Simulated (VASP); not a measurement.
# Be3CdTe4 (P1) in VASP: relaxation of cell and atoms with PBE

Aim: the relaxation of cell and atoms of Be3CdTe4 with PBE.

All numbers are computed with VASP 6.6.1; they aren't measurements. Logs are shortened: lines on timing, memory, paths and dates and some standing lists are left out, and cuts for length are marked.

### Step 1. The cell of the first run

The typed cell holds 8 atoms: a = 4.098 Å, b = 4.144 Å, c = 11.676 Å, α = 90.53°, β = 91.53°, γ = 91.01°.

### Step 2. Relaxation of cell and atoms, PBE

Contents of INCAR:

```
  ALGO = Normal
  EDIFF = 1E-6
  EDIFFG = -0.025
  ENCUT = 600
  GGA = PE
  IBRION = 2
  ISIF = 3
  ISMEAR = 0
  LASPH = T
  LCHARG = F
  LREAL = F
  LWAVE = F
  NELM = 100
  NSW = 80
  PREC = Accurate
  SIGMA = 0.1
```

Contents of KPOINTS:

```
k-points
0
Gamma
  4 4 1
```

Contents of POSCAR:

```
Be3CdTe4
1.0
    4.0972813020     -0.0363528205     -0.0541598691
   -0.0363528205      4.1442201228     -0.0189923934
   -0.1584311091     -0.0555574821     11.6746184875
Be Cd Te
3 1 4
Direct
   -0.0236197013      0.0005540930      0.4904733634
    0.5035900331      0.4768554898      0.7292678049
    0.5045979087      0.4931902369      0.2804426375
    0.9808946149      0.0376850652     -0.0080313931
    1.0326235863      0.4772869494      0.6224903314
    0.5332982255      1.0201994739      0.3885469928
    0.4685255623     -0.0268501422      0.8283542068
    1.0000897705      0.5210788339      0.1684560562
```

Potentials or basis: VASP PAW PBE potentials, release 64 (Be, Cd, Te).

The run is started by

```
$ cat potpaw_PBE.64/Be/POTCAR potpaw_PBE.64/Cd/POTCAR potpaw_PBE.64/Te/POTCAR > POTCAR
$ mpirun -np 1 vasp_std > vasp.out
```

OUTCAR:

```text
EDIFF = 1E-6
   EDIFFG = -0.025
   ENCUT = 600
   GGA = PE
   IBRION = 2
   ISIF = 3
   ISMEAR = 0
   LASPH = T
   LREAL = F
   NELM = 100
   NSW = 80
   PREC = Accurate

 ion  position               nearest neighbor table
   1  0.976  0.001  0.490-   6 2.15   5 2.50   6 2.60   5 2.68
   2  0.504  0.477  0.729-   5 2.27   7 2.36   7 2.40   5 2.53
   3  0.505  0.493  0.280-   6 2.34   8 2.42   8 2.45   6 2.51
   4  0.981  0.038  0.992-   7 2.81   7 2.82   8 2.86   8 2.99
   5  0.033  0.477  0.622-   2 2.27   1 2.50   2 2.53   1 2.68   7 3.57   7 3.65
   6  0.533  0.020  0.389-   1 2.15   3 2.34   3 2.51   1 2.60
   7  0.469  0.973  0.828-   2 2.36   2 2.40   4 2.81   4 2.82   5 3.57   5 3.65
   8  0.000  0.521  0.168-   3 2.42   3 2.45   4 2.86   4 2.99

  LATTYP: Found a triclinic cell.
 ALAT       =     4.0978004938
 B/A-ratio  =     3.5246597573
 C/A-ratio  =     1.0113774661
 COS(alpha) =     0.0025214840
 COS(beta)  =     0.0175806903
 COS(gamma) =     0.5890474824

  Lattice vectors:

 A1 = (  -4.0972813020,   0.0363528205,   0.0541598691)
 A2 = (  -8.3529937131,   0.0171481589,  11.7829382257)
 A3 = (  -0.0363528205,   4.1442201228,  -0.0189923934)

Analysis of symmetry for initial positions (statically):
=====================================================================
 Subroutine PRICEL returns:
 Original cell was already a primitive cell.

 Routine SETGRP: Setting up the symmetry group for a
 triclinic supercell.

 Subroutine GETGRP returns: Found  1 space group operations
 (whereof  1 operations were pure point group operations)
 out of a pool of  2 trial point group operations.

The static configuration has the point symmetry C_1 .

Analysis of symmetry for dynamics (positions and initial velocities):
=====================================================================
 Subroutine PRICEL returns:
 Original cell was already a primitive cell.

 Routine SETGRP: Setting up the symmetry group for a
 triclinic supercell.

 Subroutine GETGRP returns: Found  1 space group operations
 (whereof  1 operations were pure point group operations)
 out of a pool of  2 trial point group operations.

The dynamic configuration has the point symmetry C_1 .

 Subroutine INISYM returns: Found  1 space group operations
 (whereof  1 operations are pure point group operations),
 and found     1 'primitive' translations

----------------------------------------------------------------------------------------

                                     Primitive cell

  volume of cell :     198.1799

  direct lattice vectors                    reciprocal lattice vectors
     4.097281302 -0.036352821 -0.054159869     0.244127340  0.002156698  0.003323208
    -0.036352821  4.144220123 -0.018992393     0.002156698  0.241324239  0.001177688
    -0.158431109 -0.055557482 11.674618488     0.001136043  0.000402594  0.085673237

  length of vectors
     4.097800494  4.144423080 11.675825619     0.244159483  0.241336750  0.085681714

  position of ions in fractional coordinates (direct lattice)
     0.976380299  0.000554093  0.490473363
     0.503590033  0.476855490  0.729267805
     0.504597909  0.493190237  0.280442638
     0.980894615  0.037685065  0.991968607
     0.032623586  0.477286949  0.622490331
     0.533298225  0.020199474  0.388546993
     0.468525562  0.973149858  0.828354207
     0.000089770  0.521078834  0.168456056

  ion indices of the primitive-cell ions
   primitive index   ion index
                 1           1
                 2           2
                 3           3
                 4           4
                 5           5
                 6           6
                 7           7
                 8           8

----------------------------------------------------------------------------------------

 KPOINTS: k-points

Automatic generation of k-mesh.
 Grid dimensions read from file:
 generate k-points for:    4    4    1

 Generating k-lattice:

  Cartesian coordinates                     Fractional coordinates (reciprocal lattice)
     0.061031835  0.000539175  0.000830802     0.250000000  0.000000000  0.000000000
     0.000539175  0.060331060  0.000294422    -0.000000000  0.250000000  0.000000000
     0.001136043  0.000402594  0.085673237    -0.000000000  0.000000000  1.000000000

  Length of vectors
     0.061039871  0.060334187  0.085681714

  Shift w.r.t. Gamma in fractional coordinates (k-lattice)
     0.000000000  0.000000000  0.000000000

 Subroutine IBZKPT returns following result:
 ===========================================

 Found     10 irreducible k-points:

 Following reciprocal coordinates:
            Coordinates               Weight
  0.000000  0.000000  0.000000      1.000000
  0.250000  0.000000 -0.000000      2.000000
  0.500000  0.000000 -0.000000      1.000000
 -0.000000  0.250000 -0.000000      2.000000
  0.250000  0.250000 -0.000000      2.000000
  0.500000  0.250000  0.000000      2.000000
 -0.250000  0.250000  0.000000      2.000000
 -0.000000  0.500000 -0.000000      1.000000
  0.250000  0.500000 -0.000000      2.000000
  0.500000  0.500000 -0.000000      1.000000
   k-points           NKPTS =     10   k-points in BZ     NKDIM =     10   number of bands    NBANDS=     26
   number of dos      NEDOS =    301   number of ions     NIONS =      8
   total plane-waves  NPLWV = 124416
   dimension x,y,z NGX =    36 NGY =   36 NGZ =   96
   dimension x,y,z NGXF=    72 NGYF=   72 NGZF=  192
   ions per type =               3   1   4
   NGX,Y,Z   is equivalent  to a cutoff of  14.61, 14.44, 13.67 a.u.
   NGXF,Y,Z  is equivalent  to a cutoff of  29.21, 28.88, 27.34 a.u.
 SYSTEM =  unknown system
   PREC   = accura    normal or accurate (medium, high low for compatibility)
   ISTART =      0    job   : 0-new  1-cont  2-samecut
   ICHARG =      2    charge: 1-file 2-atom 10-const
   ISPIN  =      1    spin polarized calculation?
   LNONCOLLINEAR =      F non collinear calculations
   LSORBIT =      F    spin-orbit coupling
   LASPH  =      T    aspherical Exc in radial PAW
   ENCUT  =  600.0 eV  44.10 Ry    6.64 a.u.   8.18  8.28 23.32*2*pi/ulx,y,z
   NELM   =    100;   NELMIN=  2; NELMDL= -5     # of ELM steps
   EDIFF  = 0.1E-05   stopping-criterion for ELM
   LREAL  =      F    real-space projection
   EDIFFG = -.3E-01   stopping-criterion for IOM
   NSW    =     80    number of steps for IOM
   IBRION =      2    ionic relax: 0-MD 1-quasi-New 2-CG
   NFREE  =      1    steps in history (QN), initial steepest desc. (CG)
   ISIF   =      3    stress and relaxation
   ISYM   =      2    0-nonsym 1-usesym 2-fastsym
   POTIM  = 0.5000    time-step for ionic-motion
   TEBEG  =    0.0;   TEEND  =   0.0 temperature during run
   PSTRESS=    0.0 pullay stress
   NELECT =      42.0000    total number of electrons
   NUPDOWN=      -1.0000    fix difference up-down
   EMIN   =  10.00;   EMAX   =-10.00  energy-range for DOS
   EFERMI =   0.00;   METHOD = LEGACY
   ISMEAR =     0;   SIGMA  =   0.10  broadening in eV -4-tet -1-fermi 0-gaus
   EFERMI_NEDOS =   21; number of points for ismear=-14 and -15
   IALGO  =     38    algorithm
   IMIX   =      4    mixing-type and parameters
     AMIX     =   0.40;   BMIX     =  1.00
     AMIX_MAG =   1.60;   BMIX_MAG =  1.00
  volume/ion in A,a.u.               =      24.77       167.17
  Fermi-wavevector in a.u.,A,eV,Ry     =   0.976048  1.844464 12.961871  0.952671
  Thomas-Fermi vector in A             =   2.106636
   LORBIT       =      0    0 simple, 1 ext, 2 COOP (PROOUT), +10 PAW based schemes
   GGA     = PE    functional components
   LHFCALC =     F    Hartree Fock is set to
   AEXX    =    0.0000 exact exchange contribution
   IVDW    =     0    specifies the selected vdW correction
   LEPSILON=     F    determine dielectric tensor
   LRPA    =     F    only Hartree local field effects (RPA)
 conjugate gradient relaxation of ions
 non-spin polarized calculation
 Gauss-broadening in eV      SIGMA  =   0.10
  energy-cutoff  :      600.00
  volume of cell :      198.18
 maximum number of plane-waves:      6631
 NGX is ok and might be reduce to    36
   NGX = 17   NGY = 17   NGZ = 47

--------------------------------------- Ionic step        1  -------------------------------------------

 number of electron      42.0000003 magnetization

 Free energy of the ion-electron system (eV)
  ---------------------------------------------------
  ext. energy  EPLUGINS =         0.00000000
  ---------------------------------------------------
  free energy    TOTEN  =       -26.30986839 eV

  energy without entropy =      -26.30986839  energy(sigma->0) =      -26.30986839

------------------------ aborting loop because EDIFF is reached ----------------------------------------

  FORCE on cell =-STRESS in cart. coord.  units (eV):
  Direction    XX          YY          ZZ          XY          YZ          ZX
  --------------------------------------------------------------------------------------
  -------------------------------------------------------------------------------------
  Total        6.3512798      1.9092078      4.4272632      0.2653394      0.3818996      4.0188368
  in kB       51.3466613     15.4349118     35.7920273      2.1451256      3.0874515     32.4901209
  external PRESSURE =      34.1912001 kB  Pullay stress =       0.0000000 kB
[... 107 lines left out ...]
  FREE ENERGIE OF THE ION-ELECTRON SYSTEM (eV)
  ---------------------------------------------------
  free  energy   TOTEN  =       -27.0063917370 eV

  energy  without entropy=      -27.0063917370  energy(sigma->0) =      -27.00639174

[... ionic steps 4 to 17 ...]

--------------------------------------- Ionic step       18  -------------------------------------------

 number of electron      42.0000003 magnetization

------------------------ aborting loop because EDIFF is reached ----------------------------------------

  FORCE on cell =-STRESS in cart. coord.  units (eV):
  Direction    XX          YY          ZZ          XY          YZ          ZX
  --------------------------------------------------------------------------------------
  -------------------------------------------------------------------------------------
  Total       -0.1260961     -0.0263877      0.0126614      0.0136091     -0.0241757      0.0659184
  in kB       -0.9778196     -0.2046247      0.0981836      0.1055322     -0.1874716      0.5111682
  external PRESSURE =      -0.3614202 kB  Pullay stress =       0.0000000 kB
[... 69 lines left out ...]
  energy  without entropy=      -27.2244577944  energy(sigma->0) =      -27.22445779

--------------------------------------- Ionic step       20  -------------------------------------------

 number of electron      42.0000004 magnetization

 Free energy of the ion-electron system (eV)
  ---------------------------------------------------
  ext. energy  EPLUGINS =         0.00000000
  ---------------------------------------------------
  free energy    TOTEN  =       -27.22487367 eV

  energy without entropy =      -27.22487367  energy(sigma->0) =      -27.22487367

 E-fermi :   4.6417     XC(G=0):  -8.8406

 val. band max:        4.1650593062   @ k =   0.0000   0.0000   0.0000
 cond. band min:       5.9834887601   @ k =   0.5000   0.5000  -0.0000
 fundamental gap:      1.8184294539
 Fermi energy:         4.6417239809

 k-point     1 :       0.0000    0.0000    0.0000
  band No.  band energies     occupation
      1      -7.8632      2.00000
      2      -7.3708      2.00000
      3      -7.0070      2.00000
      4      -6.3450      2.00000
      5      -4.2916      2.00000
      6      -4.2906      2.00000
[... 314 lines left out ...]
  FREE ENERGIE OF THE ION-ELECTRON SYSTEM (eV)
  ---------------------------------------------------
  free  energy   TOTEN  =       -27.2248736681 eV

  energy  without entropy=      -27.2248736681  energy(sigma->0) =      -27.22487367

 reached required accuracy - stopping structural energy minimisation
```

It took 6.4 min on 1 thread of Intel Xeon 6975P-C (Granite Rapids), shared host; peak memory 0.41 GiB.

Results:

| Quantity | Value |
| --- | --- |
| Free energy | -27.2249 eV |
| Relaxed volume | 25.80 Å³/atom |
| Relaxed cell | a = 4.149 Å, b = 4.150 Å, c = 11.987 Å, α = 89.97°, β = 89.95°, γ = 89.99° |
| Space group after relaxing (to 0.05 Å) | C2 (No. 5) |
| Energy gained by relaxing | 114.4 meV/atom |
| Ionic steps | 20 |
| Pressure after relaxing | 0.0 GPa |
| Largest force after relaxing | 0.019 eV/Å |
| Band gap on the k mesh | 1.82 eV, indirect (least direct gap 1.85 eV) |

Forces on the atoms (eV/Å):
```
Be  -0.002 -0.002 -0.011
Be   0.016 -0.001  0.005
Be  -0.012  0.000 -0.001
Cd  -0.013 -0.011  0.009
Te   0.012  0.014 -0.001
Te  -0.006 -0.002  0.005
Te   0.007  0.005  0.007
Te  -0.002 -0.004 -0.014
```

Step by step:
```tsv
step	energy change (eV)	largest force (eV/Å)	pressure (GPa)	volume (Å³)
1	0.0000	3.2237	3.42	198.18
2	-0.6900	0.7882	-1.49	213.58
3	-0.6965	0.8324	-1.12	211.70
4	-0.8255	0.4901	-0.33	207.64
5	-0.8651	0.2686	0.57	203.96
6	-0.8838	0.1659	-0.02	206.30
7	-0.8852	0.1541	-0.20	207.10
8	-0.8926	0.1283	-0.07	206.55
9	-0.8967	0.1344	0.14	205.72
10	-0.9020	0.0834	0.00	206.34
11	-0.9038	0.0914	-0.16	207.01
12	-0.9074	0.0897	0.08	206.10
13	-0.9075	0.1005	0.12	205.95
14	-0.9103	0.0709	-0.03	206.61
15	-0.9107	0.0830	-0.13	207.06
16	-0.9128	0.0565	0.00	206.49
17	-0.9132	0.0617	0.09	206.12
18	-0.9146	0.0278	-0.04	206.61
19	-0.9146	0.0308	-0.04	206.64
20	-0.9150	0.0189	0.02	206.36
```

Final structure:
```xyz
8
Lattice="4.1488 0.0009 0.0029 -0.0001 4.1497 0.0012 0.0029 0.0030 11.9865" Properties=species:S:1:pos:R:3 pbc="T T T"
Be    0.0019    4.1466    5.9962
Be    2.0623    2.0706    8.7450
Be    2.0851    2.0777    3.2452
Cd    0.0053    0.0165   11.9854
Te    4.1403    2.0709    7.3688
Te    2.0790    4.1513    4.6243
Te    2.0755    4.1463   10.0844
Te    0.0094    2.0846    1.9047
```

Caveat: the k points lie up to 0.52 Å⁻¹ apart in the final cell; spin-orbit coupling is left out, which moves the levels of the heavy elements. A k mesh can miss the band edges.
